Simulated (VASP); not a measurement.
Here is a VASP 6.6.1 calculation.

File INCAR:

```
ALGO = Normal
EDIFF = 1E-8
ENCUT = 520
GGA = PE
ISIF = 2
ISMEAR = 0
LASPH = True
LCHARG = False
LEPSILON = True
LREAL = False
LWAVE = False
NELM = 80
PREC = Accurate
SIGMA = 0.01
```

Contents of KPOINTS:

```
k-points
0
Gamma
  9 9 9
```

The input POSCAR:

```
SrO
1.0
    0.0000000000      2.5663000000      2.5663000000
    2.5663000000      0.0000000000      2.5663000000
    2.5663000000      2.5663000000      0.0000000000
Sr O
1 1
Direct
    0.5000000000      0.5000000000      0.5000000000
    0.0000000000      0.0000000000      0.0000000000
```

Potentials or basis: VASP PAW PBE potentials, release 64 (Sr_sv, O).

Launch:

```bash
$ cat potpaw_PBE.64/Sr_sv/POTCAR potpaw_PBE.64/O/POTCAR > POTCAR
$ mpirun -np 1 vasp_std > vasp.out
```

(1) Estimate the electronic dielectric tensor (diagonal).

(2) Predict the Born charges (mean of the diagonal).

(3) What does it give for the band gap on the k mesh?

## Answers

(1) 3.82.

(2) Sr +2.46; O -2.46 e.

(3) 3.32 eV, indirect (least direct gap 3.41 eV).
